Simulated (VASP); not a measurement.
# BaTiO3 in VASP: single point with RPBE

Aim: the single point of BaTiO3 with RPBE.

All numbers are computed with VASP 6.6.1; they aren't measurements. Logs are shortened: lines on timing, memory, paths and dates and some standing lists are left out, and cuts for length are marked.

## (1) The cell of the first run

The typed cell holds 5 atoms: a = 4.123 Å, b = 4.123 Å, c = 4.124 Å, α = 89.48°, β = 89.48°, γ = 89.48°.

## (2) Single point, RPBE

File INCAR:

```
PREC     = Accurate       # precision mode
ENCUT    = 910            # plane-wave cutoff, eV
EDIFF    = 1E-6           # SCF threshold, eV
ISMEAR   = -1             # smearing method
SIGMA    = 0.05           # smearing width, eV
LREAL    = F              # projectors in reciprocal space
LASPH    = T              # aspherical terms in the spheres
NELM     = 120            # most SCF steps
ALGO     = Normal         # electronic algorithm
ISIF     = 2              # what is computed and relaxed
LWAVE    = F              # write WAVECAR
LCHARG   = F              # write CHGCAR
GGA      = RP             # functional
NBANDS   = 28             # bands
GGA_COMPAT= F
```

File KPOINTS:

```
Automatic mesh
0
Gamma
  7 7 7
```

File POSCAR:

```
BaTiO3
1.0
    2.9020847960      1.6754176647      2.4020454641
   -2.9018159354      1.6752876083      2.4018090585
    0.0000217982     -3.3519053633      2.4027725763
Ba Ti O
1 1 3
Direct
    0.0080983134      1.0080717993      0.0081654990
    0.5241481859      0.5241121515      0.5242541668
    0.4870416618      0.4870461293      0.9723238284
    0.4869830000      0.9724666345      0.4869715218
    0.9724288390      0.4870032755      0.4869849740
```

Potentials or basis: VASP PAW PBE potentials, release 64 (Ba_sv, Ti_sv, O_h).

Launch:

```console
$ cat potpaw_PBE.64/Ba_sv/POTCAR potpaw_PBE.64/Ti_sv/POTCAR potpaw_PBE.64/O_h/POTCAR > POTCAR
$ mpirun -np 1 vasp_std > vasp.out
```

OUTCAR:

```text
PREC = Accurate
   ENCUT = 910
   EDIFF = 1E-6
   ISMEAR = -1
   LREAL = F
   LASPH = T
   NELM = 120
   ISIF = 2
   GGA = RP

 ion  position               nearest neighbor table
   1  0.008  0.008  0.008-   4 2.81   5 2.81   3 2.81   3 2.91   5 2.91   3 2.91   4 2.91   4 2.91
                             5 2.91   3 3.06   5 3.06   4 3.06   2 3.49   2 3.52   2 3.52   2 3.52
   2  0.524  0.524  0.524-   3 1.86   5 1.86   4 1.86   1 3.49   1 3.52   1 3.52   1 3.52   1 3.60
                             1 3.60   1 3.60   1 3.72
   3  0.487  0.487  0.972-   2 1.86   1 2.81   1 2.91   1 2.91   1 3.06
   4  0.487  0.972  0.487-   2 1.86   1 2.81   1 2.91   1 2.91   1 3.06
   5  0.972  0.487  0.487-   2 1.86   1 2.81   1 2.91   1 2.91   1 3.06

  LATTYP: Found a triclinic cell.
 ALAT       =     4.1229774346
 B/A-ratio  =     1.4076964596
 C/A-ratio  =     1.0002835860
 COS(alpha) =     0.0000108040
 COS(beta)  =     0.0091621347
 COS(gamma) =     0.7039136699

  Lattice vectors:

 A1 = (  -2.9020847960,  -1.6754176647,  -2.4020454641)
 A2 = (  -5.8039007314,  -0.0001300564,  -0.0002364056)
 A3 = (  -0.0000217982,   3.3519053633,  -2.4027725763)

Analysis of symmetry for initial positions (statically):
=====================================================================
 Subroutine PRICEL returns:
 Original cell was already a primitive cell.

 Routine SETGRP: Setting up the symmetry group for a
 triclinic supercell.

 Subroutine GETGRP returns: Found  1 space group operations
 (whereof  1 operations were pure point group operations)
 out of a pool of  2 trial point group operations.

The static configuration has the point symmetry C_1 .

Analysis of symmetry for dynamics (positions and initial velocities):
=====================================================================
 Subroutine PRICEL returns:
 Original cell was already a primitive cell.

 Routine SETGRP: Setting up the symmetry group for a
 triclinic supercell.

 Subroutine GETGRP returns: Found  1 space group operations
 (whereof  1 operations were pure point group operations)
 out of a pool of  2 trial point group operations.

The dynamic configuration has the point symmetry C_1 .

 Subroutine INISYM returns: Found  1 space group operations
 (whereof  1 operations are pure point group operations),
 and found     1 'primitive' translations

----------------------------------------------------------------------------------------

                                     Primitive cell

  volume of cell :      70.0909

  direct lattice vectors                    reciprocal lattice vectors
     2.902084796  1.675417665  2.402045464     0.172290034  0.099477270  0.138770786
    -2.901815935  1.675287608  2.401809059    -0.172305798  0.099484992  0.138784685
     0.000021798 -3.351905363  2.402772576    -0.000001194 -0.198892265  0.138728048

  length of vectors
     4.122977435  4.122597609  4.124146653     0.242563217  0.242585533  0.242494545

  position of ions in fractional coordinates (direct lattice)
     0.008098313  0.008071799  0.008165499
     0.524148186  0.524112151  0.524254167
     0.487041662  0.487046129  0.972323828
     0.486983000  0.972466635  0.486971522
     0.972428839  0.487003276  0.486984974

  ion indices of the primitive-cell ions
   primitive index   ion index
                 1           1
                 2           2
                 3           3
                 4           4
                 5           5

----------------------------------------------------------------------------------------

 KPOINTS: Automatic mesh

Automatic generation of k-mesh.
 Grid dimensions read from file:
 generate k-points for:    7    7    7

 Generating k-lattice:

  Cartesian coordinates                     Fractional coordinates (reciprocal lattice)
     0.024612862  0.014211039  0.019824398     0.142857143 -0.000000000  0.000000000
    -0.024615114  0.014212142  0.019826384     0.000000000  0.142857143 -0.000000000
    -0.000000171 -0.028413181  0.019818293     0.000000000  0.000000000  0.142857143

  Length of vectors
     0.034651888  0.034655076  0.034642078

  Shift w.r.t. Gamma in fractional coordinates (k-lattice)
     0.000000000  0.000000000  0.000000000

 Subroutine IBZKPT returns following result:
 ===========================================

 Found    172 irreducible k-points:

 Following reciprocal coordinates:
            Coordinates               Weight
  0.000000  0.000000  0.000000      1.000000
  0.142857  0.000000 -0.000000      2.000000
  0.285714  0.000000 -0.000000      2.000000
  0.428571  0.000000  0.000000      2.000000
  0.000000  0.142857  0.000000      2.000000
  0.142857  0.142857  0.000000      2.000000
[... 16 lines left out ...]
 -0.428571  0.428571 -0.000000      2.000000
 -0.285714  0.428571  0.000000      2.000000
 [... further k-points ...]
   k-points           NKPTS =    172   k-points in BZ     NKDIM =    172   number of bands    NBANDS=     28
   number of dos      NEDOS =    301   number of ions     NIONS =      5
   total plane-waves  NPLWV =  74088
   dimension x,y,z NGX =    42 NGY =   42 NGZ =   42
   dimension x,y,z NGXF=    84 NGYF=   84 NGZF=   84
   ions per type =               1   1   3
   NGX,Y,Z   is equivalent  to a cutoff of  16.94, 16.94, 16.93 a.u.
   NGXF,Y,Z  is equivalent  to a cutoff of  33.87, 33.87, 33.86 a.u.
 SYSTEM =  unknown system
   PREC   = accura    normal or accurate (medium, high low for compatibility)
   ISTART =      0    job   : 0-new  1-cont  2-samecut
   ICHARG =      2    charge: 1-file 2-atom 10-const
   ISPIN  =      1    spin polarized calculation?
   LNONCOLLINEAR =      F non collinear calculations
   LSORBIT =      F    spin-orbit coupling
   LASPH  =      T    aspherical Exc in radial PAW
   ENCUT  =  910.0 eV  66.88 Ry    8.18 a.u.  10.14 10.14 10.14*2*pi/ulx,y,z
   NELM   =    120;   NELMIN=  2; NELMDL= -5     # of ELM steps
   EDIFF  = 0.1E-05   stopping-criterion for ELM
   LREAL  =      F    real-space projection
[... 7 lines left out ...]
   TEBEG  =    0.0;   TEEND  =   0.0 temperature during run
   PSTRESS=    0.0 pullay stress
   NELECT =      40.0000    total number of electrons
   NUPDOWN=      -1.0000    fix difference up-down
   EMIN   =  10.00;   EMAX   =-10.00  energy-range for DOS
   EFERMI =   0.00;   METHOD = LEGACY
   ISMEAR =    -1;   SIGMA  =   0.05  broadening in eV -4-tet -1-fermi 0-gaus
   EFERMI_NEDOS =   21; number of points for ismear=-14 and -15
   IALGO  =     38    algorithm
   IMIX   =      4    mixing-type and parameters
     AMIX     =   0.40;   BMIX     =  1.00
     AMIX_MAG =   1.60;   BMIX_MAG =  1.00
  volume/ion in A,a.u.               =      14.02        94.60
  Fermi-wavevector in a.u.,A,eV,Ry     =   1.357920  2.566097 25.088418  1.843947
  Thomas-Fermi vector in A             =   2.484797
   LORBIT       =      0    0 simple, 1 ext, 2 COOP (PROOUT), +10 PAW based schemes
   GGA     = RP    functional components
   LHFCALC =     F    Hartree Fock is set to
   AEXX    =    0.0000 exact exchange contribution
   IVDW    =     0    specifies the selected vdW correction
   LEPSILON=     F    determine dielectric tensor
   LRPA    =     F    only Hartree local field effects (RPA)
 non-spin polarized calculation
  energy-cutoff  :      910.00
  volume of cell :       70.09
 maximum number of plane-waves:      4388
 NGX is ok and might be reduce to    42
   NGX = 21   NGY = 21   NGZ = 21

 number of electron      40.0000005 magnetization

 Free energy of the ion-electron system (eV)
  ---------------------------------------------------
  ext. energy  EPLUGINS =         0.00000000
  ---------------------------------------------------
  free energy    TOTEN  =       -38.10315969 eV

  energy without entropy =      -38.10315969  energy(sigma->0) =      -38.10315969

 E-fermi :   4.6576     XC(G=0): -10.5233

 val. band max:        3.4920950891   @ k =   0.4286   0.4286   0.4286
 cond. band min:       6.3705782051   @ k =  -0.1429   0.1429   0.0000
 fundamental gap:      2.8784831160
 Fermi energy:         4.6576275089

 k-point     1 :       0.0000    0.0000    0.0000
  band No.  band energies     occupation
      1     -52.8461      2.00000
      2     -29.0430      2.00000
      3     -29.0293      2.00000
      4     -29.0289      2.00000
      5     -21.5425      2.00000
      6     -13.1125      2.00000
[... 20 lines left out ...]
     27       8.7072      0.00000
     28      10.1597      0.00000

 k-point     2 :       0.1429    0.0000   -0.0000
  band No.  band energies     occupation
      1     -52.8460      2.00000
      2     -29.0457      2.00000
      3     -29.0325      2.00000
      4     -29.0289      2.00000
      5     -21.5292      2.00000
      6     -13.1112      2.00000
[... 20 lines left out ...]
     27       9.0359      0.00000
     28      10.6216      0.00000

 k-point     3 :       0.2857    0.0000   -0.0000
  band No.  band energies     occupation
      1     -52.8457      2.00000
      2     -29.0568      2.00000
      3     -29.0354      2.00000
      4     -29.0284      2.00000
      5     -21.4992      2.00000
      6     -13.1459      2.00000
[... 20 lines left out ...]
     27       9.8485      0.00000
     28      11.5947      0.00000

 k-point     4 :       0.4286    0.0000    0.0000
  band No.  band energies     occupation
      1     -52.8455      2.00000
      2     -29.0675      2.00000
      3     -29.0358      2.00000
      4     -29.0279      2.00000
      5     -21.4749      2.00000
      6     -13.2019      2.00000
[... 578 lines left out ...]
     27      11.2747      0.00000
     28      12.6178      0.00000

 k-point    23 :      -0.4286    0.4286   -0.0000
  band No.  band energies     occupation
      1     -52.8449      2.00000
      2     -29.0696      2.00000
      3     -29.0597      2.00000
      4     -29.0307      2.00000
      5     -21.4273      2.00000
      6     -12.8036      2.00000
[... 20 lines left out ...]
     27      11.2712      0.00000
     28      12.5928      0.00000

 k-point    24 :      -0.2857    0.4286    0.0000
  band No.  band energies     occupation
      1     -52.8451      2.00000
      2     -29.0672      2.00000
      3     -29.0518      2.00000
      4     -29.0308      2.00000
      5     -21.4442      2.00000
      6     -12.9632      2.00000
[... 20 lines left out ...]
     27      11.4373      0.00000
     28      11.9985      0.00000

 [... further k-points ...]

------------------------ aborting loop because EDIFF is reached ----------------------------------------

  FORCE on cell =-STRESS in cart. coord.  units (eV):
  Direction    XX          YY          ZZ          XY          YZ          ZX
  --------------------------------------------------------------------------------------
  -------------------------------------------------------------------------------------
  Total        0.4190502      0.4213364      0.4073669      0.0033073      0.0010705      0.0016377
  in kB        9.5788796      9.6311393      9.3118167      0.0756001      0.0244699      0.0374352
  external PRESSURE =       9.5072785 kB  Pullay stress =       0.0000000 kB

 VOLUME and BASIS-vectors are now :
 -----------------------------------------------------------------------------
  energy-cutoff  :      910.00
  volume of cell :       70.09
      direct lattice vectors                 reciprocal lattice vectors
     2.902084796  1.675417665  2.402045464     0.172290034  0.099477270  0.138770786
    -2.901815935  1.675287608  2.401809059    -0.172305798  0.099484992  0.138784685
     0.000021798 -3.351905363  2.402772576    -0.000001194 -0.198892265  0.138728048

 POSITION                                       TOTAL-FORCE (eV/Angst)
 -----------------------------------------------------------------------------------
      0.00008     -0.00028      0.05846        -0.000069      0.000074     -0.052201
      0.00026     -0.00104      3.77751        -0.000079      0.000138     -0.038662
      0.00014     -1.62720      4.67596         0.000017     -0.008386      0.030216
     -1.40864      0.81278      4.67552        -0.007198      0.004076      0.030307
      1.40889      0.81277      4.67562         0.007329      0.004098      0.030341
 -----------------------------------------------------------------------------------
    total drift:                                0.000010     -0.000039      0.002890

  FREE ENERGIE OF THE ION-ELECTRON SYSTEM (eV)
  ---------------------------------------------------
  free  energy   TOTEN  =       -38.1031596887 eV

  energy  without entropy=      -38.1031596887  energy(sigma->0) =      -38.10315969
```

Run time: 13 min. Hardware: 1 thread of Intel Xeon Platinum 8559C (Emerald Rapids), shared host; peak memory 0.82 GiB.

What came out:

- Free energy: -38.1032 eV
- Pressure: 1.0 GPa
- Largest force: 0.052 eV/Å
- Band gap on the k mesh: 2.88 eV (least direct gap 3.39 eV)

Forces in eV/Å, atoms in the order of the input:
```
Ba   0.000  0.000 -0.052
Ti   0.000  0.000 -0.039
O    0.000 -0.008  0.030
O   -0.007  0.004  0.030
O    0.007  0.004  0.030
```

Caveat: the cutoff is under 1.25 times the usual one of these potentials, so pressure, stress and relaxed cells hold a basis-set (Pulay) error; the PAW data sets were made with another functional, which shifts forces and pressure a little; spin-orbit coupling is left out, which moves the levels of the heavy elements; an odd mesh through Γ misses points on the zone boundary, where band edges can lie.
